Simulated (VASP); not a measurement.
# CaMg (Pm-3m) in VASP: single point with LDA

Aim: the single point of CaMg with LDA.

All numbers are computed with VASP 6.6.1; they aren't measurements. Logs are shortened: lines on timing, memory, paths and dates and some standing lists are left out, and cuts for length are marked.

### 1 The cell of the first run

Symmetry: Pm-3m, No. 221, cubic system. Conventional cell: a = 3.966 Å, b = 3.966 Å, c = 3.966 Å, α = 90.00°, β = 90.00°, γ = 90.00°. Within 4.5 Å of Ca (site symmetry m-3m) lie 8 Mg at 3.43 Å and 6 Ca at 3.97 Å. Within 4.5 Å of Mg (site symmetry m-3m) lie 8 Ca at 3.43 Å and 6 Mg at 3.97 Å.

### 2 Single point, LDA

INCAR

```
SYSTEM = CaMg
  PREC = Accurate
  ENCUT = 600
  EDIFF = 1E-6
  ISMEAR = 1
  SIGMA = 0.1
  LREAL = .False.
  LASPH = .True.
  NELM = 120
  ALGO = Normal
  ISIF = 2
  LWAVE = .False.
  LCHARG = .True.
  GGA = CA
  LELF = .True.
  LVHAR = .True.
  NBANDS = 62
  GGA_COMPAT = .False.
```

KPOINTS

```
regular mesh
0
Gamma
  2 2 2
  0 0 0
```

POSCAR

```
CaMg
1.0
    7.9322800000      0.0000000000      0.0000000000
    0.0000000000      7.9322800000      0.0000000000
    0.0000000000      0.0000000000      7.9322800000
Ca Mg
8 8
Direct
    0.0000000000      0.0000000000      0.0000000000
    0.0000000000      0.0000000000      0.5000000000
    0.0000000000      0.5000000000      0.0000000000
    0.0000000000      0.5000000000      0.5000000000
    0.5000000000      0.0000000000      0.0000000000
    0.5000000000      0.0000000000      0.5000000000
    0.5000000000      0.5000000000      0.0000000000
    0.5000000000      0.5000000000      0.5000000000
    0.2500000000      0.2500000000      0.2500000000
    0.2500000000      0.2500000000      0.7500000000
    0.2500000000      0.7500000000      0.2500000000
    0.2500000000      0.7500000000      0.7500000000
    0.7500000000      0.2500000000      0.2500000000
    0.7500000000      0.2500000000      0.7500000000
    0.7500000000      0.7500000000      0.2500000000
    0.7500000000      0.7500000000      0.7500000000
```

Potentials or basis: VASP PAW LDA potentials, release 64 (Ca_sv, Mg).

The run is started by

```bash
cat potpaw_LDA.64/Ca_sv/POTCAR potpaw_LDA.64/Mg/POTCAR > POTCAR
mpirun -np 1 vasp_std > vasp.out
```

OUTCAR:

```text
SYSTEM = CaMg
   PREC = Accurate
   ENCUT = 600
   EDIFF = 1E-6
   ISMEAR = 1
   LREAL = .False.
   LASPH = .True.
   NELM = 120
   ISIF = 2
   GGA = CA

 ion  position               nearest neighbor table
   1  0.000  0.000  0.000-
   2  0.000  0.000  0.500-
   3  0.000  0.500  0.000-
   4  0.000  0.500  0.500-
   5  0.500  0.000  0.000-
   6  0.500  0.000  0.500-
[... 8 lines left out ...]
  15  0.750  0.750  0.250-
  16  0.750  0.750  0.750-

  LATTYP: Found a simple cubic cell.
 ALAT       =     7.9322800000

  Lattice vectors:

 A1 = (   7.9322800000,   0.0000000000,   0.0000000000)
 A2 = (   0.0000000000,   7.9322800000,   0.0000000000)
 A3 = (   0.0000000000,   0.0000000000,   7.9322800000)

Analysis of symmetry for initial positions (statically):
=====================================================================
 Subroutine PRICEL returns following result:

  LATTYP: Found a simple cubic cell.
 ALAT       =     3.9661400000

  Lattice vectors:

 A1 = (   3.9661400000,   0.0000000000,   0.0000000000)
 A2 = (   0.0000000000,   3.9661400000,   0.0000000000)
 A3 = (   0.0000000000,   0.0000000000,   3.9661400000)

   8 primitive cells build up your supercell.

 Routine SETGRP: Setting up the symmetry group for a
 simple cubic supercell.

 Subroutine GETGRP returns: Found 48 space group operations
 (whereof 48 operations were pure point group operations)
 out of a pool of 48 trial point group operations.

The static configuration has the point symmetry O_h .

Analysis of symmetry for dynamics (positions and initial velocities):
=====================================================================
 Subroutine PRICEL returns following result:

  LATTYP: Found a simple cubic cell.
 ALAT       =     3.9661400000

  Lattice vectors:

 A1 = (   3.9661400000,   0.0000000000,   0.0000000000)
 A2 = (   0.0000000000,   3.9661400000,   0.0000000000)
 A3 = (   0.0000000000,   0.0000000000,   3.9661400000)

   8 primitive cells build up your supercell.

 Routine SETGRP: Setting up the symmetry group for a
 simple cubic supercell.

 Subroutine GETGRP returns: Found 48 space group operations
 (whereof 48 operations were pure point group operations)
 out of a pool of 48 trial point group operations.

The dynamic configuration has the point symmetry O_h .

 Subroutine INISYM returns: Found 48 space group operations
 (whereof 48 operations are pure point group operations),
 and found     8 'primitive' translations

----------------------------------------------------------------------------------------

                                     Primitive cell

  volume of cell :      62.3884

  direct lattice vectors                    reciprocal lattice vectors
     3.966140000  0.000000000  0.000000000     0.252134317  0.000000000  0.000000000
     0.000000000  3.966140000  0.000000000     0.000000000  0.252134317  0.000000000
     0.000000000  0.000000000  3.966140000     0.000000000  0.000000000  0.252134317

  length of vectors
     3.966140000  3.966140000  3.966140000     0.252134317  0.252134317  0.252134317

  position of ions in fractional coordinates (direct lattice)
     0.000000000  0.000000000  0.000000000
     0.500000000  0.500000000  0.500000000

  ion indices of the primitive-cell ions
   primitive index   ion index
                 1           1
                 2           9

----------------------------------------------------------------------------------------

 KPOINTS: regular mesh

Automatic generation of k-mesh.
 Grid dimensions read from file:
 generate k-points for:    2    2    2

 Generating k-lattice:

  Cartesian coordinates                     Fractional coordinates (reciprocal lattice)
     0.063033579  0.000000000  0.000000000     0.500000000  0.000000000  0.000000000
     0.000000000  0.063033579  0.000000000     0.000000000  0.500000000  0.000000000
     0.000000000  0.000000000  0.063033579     0.000000000  0.000000000  0.500000000

  Length of vectors
     0.063033579  0.063033579  0.063033579

  Shift w.r.t. Gamma in fractional coordinates (k-lattice)
     0.000000000  0.000000000  0.000000000

 Subroutine IBZKPT returns following result:
 ===========================================

 Found      4 irreducible k-points:

 Following reciprocal coordinates:
            Coordinates               Weight
  0.000000  0.000000  0.000000      1.000000
  0.500000  0.000000  0.000000      3.000000
  0.500000  0.500000  0.000000      3.000000
  0.500000  0.500000  0.500000      1.000000
   k-points           NKPTS =      4   k-points in BZ     NKDIM =      4   number of bands    NBANDS=     62
   number of dos      NEDOS =    301   number of ions     NIONS =     16
   total plane-waves  NPLWV = 262144
   dimension x,y,z NGX =    64 NGY =   64 NGZ =   64
   dimension x,y,z NGXF=   128 NGYF=  128 NGZF=  128
   ions per type =               8   8
   NGX,Y,Z   is equivalent  to a cutoff of  13.41, 13.41, 13.41 a.u.
   NGXF,Y,Z  is equivalent  to a cutoff of  26.83, 26.83, 26.83 a.u.
 SYSTEM =  CaMg
   PREC   = accura    normal or accurate (medium, high low for compatibility)
   ISTART =      0    job   : 0-new  1-cont  2-samecut
   ICHARG =      2    charge: 1-file 2-atom 10-const
   ISPIN  =      1    spin polarized calculation?
   LNONCOLLINEAR =      F non collinear calculations
   LSORBIT =      F    spin-orbit coupling
   LASPH  =      T    aspherical Exc in radial PAW
   ENCUT  =  600.0 eV  44.10 Ry    6.64 a.u.  15.84 15.84 15.84*2*pi/ulx,y,z
   NELM   =    120;   NELMIN=  2; NELMDL= -5     # of ELM steps
   EDIFF  = 0.1E-05   stopping-criterion for ELM
   LREAL  =      F    real-space projection
   EDIFFG = 0.1E-04   stopping-criterion for IOM
   NSW    =      0    number of steps for IOM
   IBRION =     -1    ionic relax: 0-MD 1-quasi-New 2-CG
   NFREE  =      0    steps in history (QN), initial steepest desc. (CG)
   ISIF   =      2    stress and relaxation
   ISYM   =      2    0-nonsym 1-usesym 2-fastsym
   POTIM  = 0.5000    time-step for ionic-motion
   TEBEG  =    0.0;   TEEND  =   0.0 temperature during run
   PSTRESS=    0.0 pullay stress
   NELECT =      96.0000    total number of electrons
   NUPDOWN=      -1.0000    fix difference up-down
   EMIN   =  10.00;   EMAX   =-10.00  energy-range for DOS
   EFERMI =   0.00;   METHOD = LEGACY
   ISMEAR =     1;   SIGMA  =   0.10  broadening in eV -4-tet -1-fermi 0-gaus
   EFERMI_NEDOS =   21; number of points for ismear=-14 and -15
   IALGO  =     38    algorithm
   IMIX   =      4    mixing-type and parameters
     AMIX     =   0.40;   BMIX     =  1.00
     AMIX_MAG =   1.60;   BMIX_MAG =  1.00
  volume/ion in A,a.u.               =      31.19       210.51
  Fermi-wavevector in a.u.,A,eV,Ry     =   0.945004  1.785800 12.150458  0.893033
  Thomas-Fermi vector in A             =   2.072864
   LORBIT       =      0    0 simple, 1 ext, 2 COOP (PROOUT), +10 PAW based schemes
   GGA     = CA    functional components
   LHFCALC =     F    Hartree Fock is set to
   AEXX    =    0.0000 exact exchange contribution
   IVDW    =     0    specifies the selected vdW correction
   LEPSILON=     F    determine dielectric tensor
   LRPA    =     F    only Hartree local field effects (RPA)
 non-spin polarized calculation
 Methfessel and Paxton  Order N= 1 SIGMA  =   0.10
  energy-cutoff  :      600.00
  volume of cell :      499.11
 maximum number of plane-waves:     16663
 NGX is ok and might be reduce to    64
   NGX = 31   NGY = 31   NGZ = 31

 number of electron      96.0000004 magnetization

 Free energy of the ion-electron system (eV)
  ---------------------------------------------------
  ext. energy  EPLUGINS =         0.00000000
  ---------------------------------------------------
  free energy    TOTEN  =       -33.16263506 eV

  energy without entropy =      -33.09281441  energy(sigma->0) =      -33.13936151

 E-fermi :   2.2132     XC(G=0):  -8.3839

 val. band max:        2.2027288441   @ k =   0.5000   0.5000   0.0000
 cond. band min:       2.2334838752   @ k =   0.5000   0.5000   0.0000
 fundamental gap:      0.0307550311
 Fermi energy:         2.2131856789

 k-point     1 :       0.0000    0.0000    0.0000
  band No.  band energies     occupation
      1     -39.0350      2.00000
      2     -39.0308      2.00000
      3     -39.0308      2.00000
      4     -39.0308      2.00000
      5     -39.0266      2.00000
      6     -39.0266      2.00000
[... 52 lines left out ...]
     59       3.6999     -0.00000
     60       3.6999     -0.00000

 k-point     2 :       0.5000    0.0000    0.0000
  band No.  band energies     occupation
      1     -39.0329      2.00000
      2     -39.0329      2.00000
      3     -39.0287      2.00000
      4     -39.0287      2.00000
      5     -39.0287      2.00000
      6     -39.0287      2.00000
[... 52 lines left out ...]
     59       3.5958     -0.00000
     60       3.5958     -0.00000

 k-point     3 :       0.5000    0.5000    0.0000
  band No.  band energies     occupation
      1     -39.0308      2.00000
      2     -39.0308      2.00000
      3     -39.0308      2.00000
      4     -39.0308      2.00000
      5     -39.0266      2.00000
      6     -39.0266      2.00000
[... 52 lines left out ...]
     59       3.9916     -0.00000
     60       3.9976     -0.00000

 k-point     4 :       0.5000    0.5000    0.5000
  band No.  band energies     occupation
      1     -39.0287      2.00000
      2     -39.0287      2.00000
      3     -39.0287      2.00000
      4     -39.0287      2.00000
      5     -39.0287      2.00000
      6     -39.0287      2.00000
[... 52 lines left out ...]
     59       3.2705     -0.00000
     60       3.2705     -0.00000
 [bands above 60 left out]

------------------------ aborting loop because EDIFF is reached ----------------------------------------

  FORCE on cell =-STRESS in cart. coord.  units (eV):
  Direction    XX          YY          ZZ          XY          YZ          ZX
  --------------------------------------------------------------------------------------
  -------------------------------------------------------------------------------------
  Total       -6.6898212     -6.6898212     -6.6898212      0.0000000      0.0000000     -0.0000000
  in kB      -21.4748920    -21.4748920    -21.4748920      0.0000000      0.0000000     -0.0000000
  external PRESSURE =     -21.4748920 kB  Pullay stress =       0.0000000 kB

 VOLUME and BASIS-vectors are now :
 -----------------------------------------------------------------------------
  energy-cutoff  :      600.00
  volume of cell :      499.11
      direct lattice vectors                 reciprocal lattice vectors
     7.932280000  0.000000000  0.000000000     0.126067158  0.000000000  0.000000000
     0.000000000  7.932280000  0.000000000     0.000000000  0.126067158  0.000000000
     0.000000000  0.000000000  7.932280000     0.000000000  0.000000000  0.126067158

 POSITION                                       TOTAL-FORCE (eV/Angst)
 -----------------------------------------------------------------------------------
      0.00000      0.00000      0.00000        -0.000000      0.000000      0.000000
      0.00000      0.00000      3.96614         0.000000     -0.000000      0.000000
      0.00000      3.96614      0.00000        -0.000000     -0.000000      0.000000
      0.00000      3.96614      3.96614        -0.000000     -0.000000     -0.000000
      3.96614      0.00000      0.00000         0.000000      0.000000     -0.000000
      3.96614      0.00000      3.96614         0.000000     -0.000000     -0.000000
[... 8 lines left out ...]
      5.94921      5.94921      1.98307        -0.000000      0.000000     -0.000000
      5.94921      5.94921      5.94921        -0.000000      0.000000      0.000000
 -----------------------------------------------------------------------------------
    total drift:                                0.000000      0.000000      0.000000

  FREE ENERGIE OF THE ION-ELECTRON SYSTEM (eV)
  ---------------------------------------------------
  free  energy   TOTEN  =       -33.1626350582 eV

  energy  without entropy=      -33.0928144107  energy(sigma->0) =      -33.13936151
```

Wall time 1.7 min (1 thread of AMD EPYC 9R45 (Zen 5), shared host); peak memory 0.42 GiB.

What came out:

| Item | Value |
| --- | --- |
| Free energy | -33.1626 eV |
| Pressure | -2.1 GPa |
| Band gap on the k mesh | zero (bands 48 and 49 overlap by 0.68 eV) |

Levels at points of the mesh, in eV from the Fermi level:
```
           k point  band 45  band 46  band 47  band 48  band 49  band 50  band 51  band 52  band 53  band 54
(0.00, 0.00, 0.00)    -0.52    -0.48    -0.48    -0.48    -0.48    -0.48    -0.48     0.07     0.07     0.07
(0.50, 0.00, 0.00)    -0.50    -0.50    -0.50    -0.50    -0.41    -0.41     0.76     0.76     0.76     0.76
(0.50, 0.50, 0.00)    -0.01    -0.01    -0.01    -0.01     0.02     0.02     0.02     0.02     0.41     0.41
(0.50, 0.50, 0.50)     0.20     0.20     0.20     0.20     0.20     0.20     0.20     0.20     0.20     0.20
```

Caveat: the k points lie up to 0.40 Å⁻¹ apart, too coarse for converged energies and pressures of a metal.
